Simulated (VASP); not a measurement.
# SiNi (NiAs type) (P6_3/mmc) in VASP: density of states with PBE

Aim: the density of states of SiNi (NiAs type) with PBE.

All numbers are computed with VASP 6.6.1; they aren't measurements. Logs are shortened: lines on timing, memory, paths and dates and some standing lists are left out, and cuts for length are marked.

### 1 The cell of the first run

Symmetry: P6_3/mmc, No. 194, hexagonal system. Conventional cell: a = 3.238 Å, b = 3.238 Å, c = 4.536 Å, α = 90.00°, β = 90.00°, γ = 120.00°. Ni (site symmetry -3m) has 6 Si at 2.19 Å and 2 Ni at 2.27 Å within 2.9 Å. Si (site symmetry -6m2) has 6 Ni at 2.19 Å within 2.9 Å.

### 2 Density of states, PBE (volume scaled by 0.8)

Input file POSCAR:

```
SiNi
1.0
    3.2376804605      0.0000000000      0.0000000000
   -1.6188402302      2.8039135281      0.0000000000
    0.0000000000      0.0000000000      4.5363790907
Ni Si
2 2
Direct
    0.0000000000      0.0000000000      0.0000000000
    0.0000000000      0.0000000000      0.5000000000
    0.3333333333      0.6666666667      0.2500000000
    0.6666666667      0.3333333333      0.7500000000
```

Input file INCAR.step1:

```
SYSTEM = SiNi
PREC = Accurate
ENCUT = 520
EDIFF = 1E-6
ISMEAR = -1
SIGMA = 0.1
LREAL = .FALSE.
LASPH = .TRUE.
NELM = 80
ALGO = Normal
ISIF = 2
LWAVE = .FALSE.
LCHARG = .TRUE.
LMAXMIX = 4
GGA = PE
NBANDS = 22
```

Input file KPOINTS.step1:

```
regular mesh
0
G
  11 11 6
  0 0 0
```

Input file INCAR.step2:

```
SYSTEM = SiNi
PREC = Accurate
ENCUT = 520
EDIFF = 1E-6
ISMEAR = -5
SIGMA = 0.1
LREAL = .FALSE.
LASPH = .TRUE.
NELM = 80
ALGO = Normal
ISIF = 2
LWAVE = .FALSE.
LCHARG = .FALSE.
LMAXMIX = 4
GGA = PE
LORBIT = 11
NBANDS = 22
NEDOS = 1001
ICHARG = 11
```

Input file KPOINTS.step2:

```
regular mesh
0
G
  17 17 9
  0 0 0
```

Potentials or basis: VASP PAW PBE potentials, release 64 (Ni, Si).

On the command line:

```
cat potpaw_PBE.64/Ni/POTCAR potpaw_PBE.64/Si/POTCAR > POTCAR
cp INCAR.step1 INCAR
cp KPOINTS.step1 KPOINTS
mpirun -np 1 vasp_std > vasp.out
cp INCAR.step2 INCAR
cp KPOINTS.step2 KPOINTS
mpirun -np 1 vasp_std > vasp.out
```

OUTCAR:

```text
SYSTEM = SiNi
   PREC = Accurate
   ENCUT = 520
   EDIFF = 1E-6
   ISMEAR = -5
   LREAL = .FALSE.
   LASPH = .TRUE.
   NELM = 80
   ISIF = 2
   GGA = PE
   LORBIT = 11
   ICHARG = 11

 ion  position               nearest neighbor table
   1  0.000  0.000  0.000-   3 2.19   4 2.19   3 2.19   4 2.19   4 2.19   3 2.19   2 2.27   2 2.27

   2  0.000  0.000  0.500-   3 2.19   4 2.19   3 2.19   4 2.19   4 2.19   3 2.19   1 2.27   1 2.27

   3  0.333  0.667  0.250-   1 2.19   2 2.19   1 2.19   2 2.19   1 2.19   2 2.19   4 2.94   4 2.94
                             4 2.94   4 2.94   4 2.94   4 2.94
   4  0.667  0.333  0.750-   1 2.19   2 2.19   1 2.19   2 2.19   1 2.19   2 2.19   3 2.94   3 2.94
                             3 2.94   3 2.94   3 2.94   3 2.94

  LATTYP: Found a hexagonal cell.
 ALAT       =     3.2376804605
 C/A-ratio  =     1.4011200753

  Lattice vectors:

 A1 = (   3.2376804605,   0.0000000000,   0.0000000000)
 A2 = (  -1.6188402302,   2.8039135281,   0.0000000000)
 A3 = (   0.0000000000,   0.0000000000,   4.5363790907)

Analysis of symmetry for initial positions (statically):
=====================================================================
 Subroutine PRICEL returns:
 Original cell was already a primitive cell.

 Routine SETGRP: Setting up the symmetry group for a
 hexagonal supercell.

 Subroutine GETGRP returns: Found 24 space group operations
 (whereof 12 operations were pure point group operations)
 out of a pool of 24 trial point group operations.

The static configuration has the point symmetry D_3d.
 The point group associated with its full space group is D_6h.

Analysis of symmetry for dynamics (positions and initial velocities):
=====================================================================
 Subroutine PRICEL returns:
 Original cell was already a primitive cell.

 Routine SETGRP: Setting up the symmetry group for a
 hexagonal supercell.

 Subroutine GETGRP returns: Found 24 space group operations
 (whereof 12 operations were pure point group operations)
 out of a pool of 24 trial point group operations.

The dynamic configuration has the point symmetry D_3d.
 The point group associated with its full space group is D_6h.

 Subroutine INISYM returns: Found 24 space group operations
 (whereof 12 operations are pure point group operations),
 and found     1 'primitive' translations

----------------------------------------------------------------------------------------

                                     Primitive cell

  volume of cell :      41.1820

  direct lattice vectors                    reciprocal lattice vectors
     3.237680461  0.000000000  0.000000000     0.308863093  0.178322190  0.000000000
    -1.618840230  2.803913528  0.000000000     0.000000000  0.356644379  0.000000000
     0.000000000  0.000000000  4.536379091     0.000000000  0.000000000  0.220440131

  length of vectors
     3.237680461  3.237680460  4.536379091     0.356644379  0.356644379  0.220440131

  position of ions in fractional coordinates (direct lattice)
     0.000000000  0.000000000  0.000000000
     0.000000000  0.000000000  0.500000000
     0.333333333  0.666666667  0.250000000
     0.666666667  0.333333333  0.750000000

  ion indices of the primitive-cell ions
   primitive index   ion index
                 1           1
                 2           2
                 3           3
                 4           4

----------------------------------------------------------------------------------------

 KPOINTS: regular mesh

Automatic generation of k-mesh.
 Grid dimensions read from file:
 generate k-points for:   17   17    9

 Generating k-lattice:

  Cartesian coordinates                     Fractional coordinates (reciprocal lattice)
     0.018168417  0.010489541  0.000000000     0.058823529 -0.000000000  0.000000000
     0.000000000  0.020979081  0.000000000     0.000000000  0.058823529  0.000000000
     0.000000000  0.000000000  0.024493348     0.000000000  0.000000000  0.111111111

  Length of vectors
     0.020979081  0.020979081  0.024493348

  Shift w.r.t. Gamma in fractional coordinates (k-lattice)
     0.000000000  0.000000000  0.000000000

 TETIRR: Found   2533 inequivalent tetrahedra from    15606

 Subroutine IBZKPT returns following result:
 ===========================================

 Found    165 irreducible k-points:

 Following reciprocal coordinates:
            Coordinates               Weight
  0.000000  0.000000  0.000000      1.000000
  0.058824  0.000000  0.000000      6.000000
  0.117647  0.000000  0.000000      6.000000
  0.176471  0.000000  0.000000      6.000000
  0.235294  0.000000  0.000000      6.000000
  0.294118  0.000000  0.000000      6.000000
[... 16 lines left out ...]
  0.411765  0.117647  0.000000     12.000000
  0.176471  0.176471  0.000000      6.000000
 [... further k-points ...]
   k-points           NKPTS =    165   k-points in BZ     NKDIM =    165   number of bands    NBANDS=     22
   number of dos      NEDOS =   1001   number of ions     NIONS =      4
   total plane-waves  NPLWV =  20736
   dimension x,y,z NGX =    24 NGY =   24 NGZ =   36
   dimension x,y,z NGXF=    48 NGYF=   48 NGZF=   72
   ions per type =               2   2
   NGX,Y,Z   is equivalent  to a cutoff of  12.32, 12.32, 13.19 a.u.
   NGXF,Y,Z  is equivalent  to a cutoff of  24.65, 24.65, 26.39 a.u.
 SYSTEM =  SiNi
   PREC   = accura    normal or accurate (medium, high low for compatibility)
   ISTART =      0    job   : 0-new  1-cont  2-samecut
   ICHARG =     11    charge: 1-file 2-atom 10-const
   ISPIN  =      1    spin polarized calculation?
   LNONCOLLINEAR =      F non collinear calculations
   LSORBIT =      F    spin-orbit coupling
   LASPH  =      T    aspherical Exc in radial PAW
   ENCUT  =  520.0 eV  38.22 Ry    6.18 a.u.   6.02  6.02  8.43*2*pi/ulx,y,z
   NELM   =     80;   NELMIN=  2; NELMDL=  0     # of ELM steps
   EDIFF  = 0.1E-05   stopping-criterion for ELM
   LREAL  =      F    real-space projection
   EDIFFG = 0.1E-04   stopping-criterion for IOM
   NSW    =      0    number of steps for IOM
   IBRION =     -1    ionic relax: 0-MD 1-quasi-New 2-CG
   NFREE  =      0    steps in history (QN), initial steepest desc. (CG)
   ISIF   =      2    stress and relaxation
   ISYM   =      2    0-nonsym 1-usesym 2-fastsym
   POTIM  = 0.5000    time-step for ionic-motion
   TEBEG  =    0.0;   TEEND  =   0.0 temperature during run
   PSTRESS=    0.0 pullay stress
   NELECT =      28.0000    total number of electrons
   NUPDOWN=      -1.0000    fix difference up-down
   EMIN   =  10.00;   EMAX   =-10.00  energy-range for DOS
   EFERMI =   0.00;   METHOD = LEGACY
   ISMEAR =    -5;   SIGMA  =   0.10  broadening in eV -4-tet -1-fermi 0-gaus
   EFERMI_NEDOS =   21; number of points for ismear=-14 and -15
   IALGO  =     38    algorithm
   IMIX   =      4    mixing-type and parameters
     AMIX     =   0.40;   BMIX     =  1.00
     AMIX_MAG =   1.60;   BMIX_MAG =  1.00
  volume/ion in A,a.u.               =      10.30        69.48
  Fermi-wavevector in a.u.,A,eV,Ry     =   1.439544  2.720343 28.195165  2.072286
  Thomas-Fermi vector in A             =   2.558388
   LORBIT       =     11    0 simple, 1 ext, 2 COOP (PROOUT), +10 PAW based schemes
   GGA     = PE    functional components
   LHFCALC =     F    Hartree Fock is set to
   AEXX    =    0.0000 exact exchange contribution
   IVDW    =     0    specifies the selected vdW correction
   LEPSILON=     F    determine dielectric tensor
   LRPA    =     F    only Hartree local field effects (RPA)
 non-spin polarized calculation
 Fermi weights with tetrahedron method with Bloechl corrections
  energy-cutoff  :      520.00
  volume of cell :       41.18
 maximum number of plane-waves:      1136

 number of electron      27.9999970 magnetization

 Free energy of the ion-electron system (eV)
  ---------------------------------------------------
  ext. energy  EPLUGINS =         0.00000000
  ---------------------------------------------------
  free energy    TOTEN  =       -21.84420968 eV

  energy without entropy =      -21.84420968  energy(sigma->0) =      -21.84420968

 E-fermi :  12.7161     XC(G=0): -12.9907

 val. band max:       12.7196828955   @ k =   0.2353   0.1176   0.2222
 cond. band min:      12.7213472714   @ k =   0.2941   0.0000   0.4444
 fundamental gap:      0.0016643759
 Fermi energy:        12.7161451056

 k-point     1 :       0.0000    0.0000    0.0000
  band No.  band energies     occupation
      1      -1.3417      2.00000
      2       5.1290      2.00000
      3       5.3266      2.00000
      4       7.4554      2.00000
      5       7.4554      2.00000
      6       7.6337      2.00000
[... 14 lines left out ...]
     21      21.3208      0.00000
     22      24.4956      0.00000

 k-point     2 :       0.0588    0.0000    0.0000
  band No.  band energies     occupation
      1      -1.2756      2.00000
      2       5.1940      2.00000
      3       5.3106      2.00000
      4       7.4664      2.00000
      5       7.4822      2.00000
      6       7.6297      2.00000
[... 14 lines left out ...]
     21      21.4270      0.00000
     22      23.9623      0.00000

 k-point     3 :       0.1176    0.0000    0.0000
  band No.  band energies     occupation
      1      -1.0779      2.00000
      2       5.2658      2.00000
      3       5.3873      2.00000
      4       7.4941      2.00000
      5       7.5245      2.00000
      6       7.6177      2.00000
[... 14 lines left out ...]
     21      21.7791      0.00000
     22      22.9668      0.00000
[... 476 lines left out ...]
 k-point    23 :       0.4118    0.1176    0.0000
  band No.  band energies     occupation
      1       2.7097      2.00000
      2       3.5401      2.00000
      3       5.6720      2.00000
      4       7.2379      2.00000
      5       7.2640      2.00000
      6       7.8972      2.00000
[... 14 lines left out ...]
     21      22.8457      0.00000
     22      24.6837      0.00000

 k-point    24 :       0.1765    0.1765    0.0000
  band No.  band energies     occupation
      1       0.3953      2.00000
      2       4.9889      2.00000
      3       6.7675      2.00000
      4       6.9596      2.00000
      5       7.2521      2.00000
      6       7.3990      2.00000
[... 14 lines left out ...]
     21      21.2964      0.00000
     22      24.1106      0.00000

 [... further k-points ...]
[... 5 lines left out ...]
  --------------------------------------------------------------------------------------
  -------------------------------------------------------------------------------------
  Total       15.2318243     15.2318243     15.2116507      0.0000000      0.0000000      0.0000000
  in kB      592.5903359    592.5903359    591.8054847      0.0000000      0.0000000      0.0000000
  external PRESSURE =     592.3287188 kB  Pullay stress =       0.0000000 kB

 VOLUME and BASIS-vectors are now :
 -----------------------------------------------------------------------------
  energy-cutoff  :      520.00
  volume of cell :       41.18
      direct lattice vectors                 reciprocal lattice vectors
     3.237680461  0.000000000  0.000000000     0.308863093  0.178322190  0.000000000
    -1.618840230  2.803913528  0.000000000     0.000000000  0.356644379  0.000000000
     0.000000000  0.000000000  4.536379091     0.000000000  0.000000000  0.220440131

 POSITION                                       TOTAL-FORCE (eV/Angst)
 -----------------------------------------------------------------------------------
      0.00000      0.00000      0.00000         0.000000      0.000000      0.000000
      0.00000      0.00000      2.26819        -0.000000      0.000000      0.000000
     -0.00000      1.86928      1.13409         0.000000      0.000000     -0.000000
      1.61884      0.93464      3.40228        -0.000000     -0.000000      0.000000
 -----------------------------------------------------------------------------------
    total drift:                               -0.000000     -0.000000      0.000000

  FREE ENERGIE OF THE ION-ELECTRON SYSTEM (eV)
  ---------------------------------------------------
  free  energy   TOTEN  =       -21.8442096755 eV

  energy  without entropy=      -21.8442096755  energy(sigma->0) =      -21.84420968

 total charge

# of ion       s       p       d       tot
------------------------------------------
    1        0.665   0.913   8.606  10.184
    2        0.665   0.913   8.606  10.184
    3        0.781   0.968   0.000   1.749
    4        0.781   0.968   0.000   1.749
--------------------------------------------------
tot          2.891   3.762  17.213  23.866
```

Wall time 70 s (1 thread of AMD EPYC 9R45 (Zen 5), shared host); peak memory 0.21 GiB.

Results:

```yaml
Valence_electrons_inside_the_program's_atomic_spheres: Ni 10.18; Si 1.75
```

Caveat: tetrahedron occupations give inexact forces and stress in metals.
